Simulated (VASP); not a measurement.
**Pb: single point with PBE**

The system is Pb.

```
CELL_PARAMETERS angstrom
0.00000 2.46980 2.46980
2.46980 0.00000 2.46980
2.46980 2.46980 0.00000
ATOMIC_POSITIONS crystal
Pb 0.00000 0.00000 0.00000
```

```json
{
  "Program": "VASP 6.6.1",
  "Task": "single point",
  "Functional": "PBE",
  "Potentials or basis": "VASP PAW PBE potentials, release 64 (Pb_d)",
  "Cutoff": "500 eV",
  "k mesh": "6 × 6 × 6",
  "Occupations": "gaussian, width 0.1 eV",
  "Spin": "no spin polarisation"
}
```

The pressure is 3.6 GPa and the band gap on the k mesh is zero (bands 7 and 8 overlap by 9.03 eV).

Levels at points of the mesh, in eV from the Fermi level:
```
           k point  band 5  band 6  band 7  band 8  band 9  band 10
(0.00, 0.00, 0.00)  -17.06  -11.94    7.33    7.33    7.33     9.62
(0.50, 0.00, 0.00)  -16.92   -8.27   -4.38    5.48    5.48     9.11
(0.50, 0.50, 0.00)  -16.88   -6.84   -3.44    1.92    1.92     5.27
```

Run time: 12 s on 1 thread of Intel Xeon 8259CL, with other jobs on the host, peak memory 0.15 GiB.

Caveat: the k points lie up to 0.37 Å⁻¹ apart, too coarse for converged energies and pressures of a metal; spin-orbit coupling is left out, which moves the levels of the heavy elements.
